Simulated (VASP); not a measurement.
TePb:

```
CELL_PARAMETERS angstrom
0.00000 3.27352 3.27352
3.27352 0.00000 3.27352
3.27352 3.27352 0.00000
ATOMIC_POSITIONS crystal
Pb 0.00000 0.00000 0.00000
Te 0.50000 0.50000 0.50000
```

This cell differs from its parent crystal: volume scaled by 1.04.

Base run:

```yaml
Program: VASP 6.6.1
Functional: PBEsol
Potentials_or_basis: VASP PAW PBE potentials, release 64 (Pb_d, Te)
Cutoff: 520 eV
k_mesh: 7 × 7 × 7
Occupations: fermi-dirac, width 0.05 eV
Spin: no spin polarisation
```

Its results: pressure -2.0 GPa.

Question: The run is repeated on the same cell with these changes: functional from PBEsol to PBE exchange alone. What comes out?

Answer: Pressure 7.9 GPa.

Caveats: the PAW data sets were made with another functional, which shifts forces and pressure a little (some runs).
